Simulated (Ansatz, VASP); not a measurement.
One calculation of Ni, two programs

```
Ni
1.0
     0.00000    1.73757    1.73757
     1.73757    0.00000    1.73757
     1.73757    1.73757    0.00000
Ni
1
Direct
  0.00000 0.00000 0.00000
```

Alike in both runs: task single point; functional r2SCAN; k mesh 13 × 13 × 13; occupations fermi-dirac, width 0.05 eV; collinear spin.

|  | VASP | Ansatz |
| --- | --- | --- |
| version | VASP 6.6.1 | Ansatz 0.2.0 |
| potentials or method | VASP PAW PBE potentials, release 64 (Ni) | Ansatz PAW |
| plane-wave cutoff (eV) | 520 | 500 |
| valence electrons in the cell | 10 | 18 |

```csv
,VASP,Ansatz,Ansatz less VASP
gap on the k mesh at the Fermi level (eV),none,none,-
pressure (GPa),0.4,0.1,-0.30
net moment per atom (μB),0.67,0.70,+0.033
size of the moment on the site where the two differ most (μB),0.69,0.77,+0.079
```

VASP's potentials were made for PBE, not for r2SCAN. Site moments also hang on the region over which each program counts them. A gap of «none» marks a metal or a gap that the smearing closes. The functional is the same, so the differences come from potentials, cutoffs and numerics. VASP's potentials hold 10 valence electrons a cell and Ansatz's 18, so a difference there can come from the potentials and not from the codes.

Noted on Ansatz's run: the magnetic or orbital state may not be the lowest.
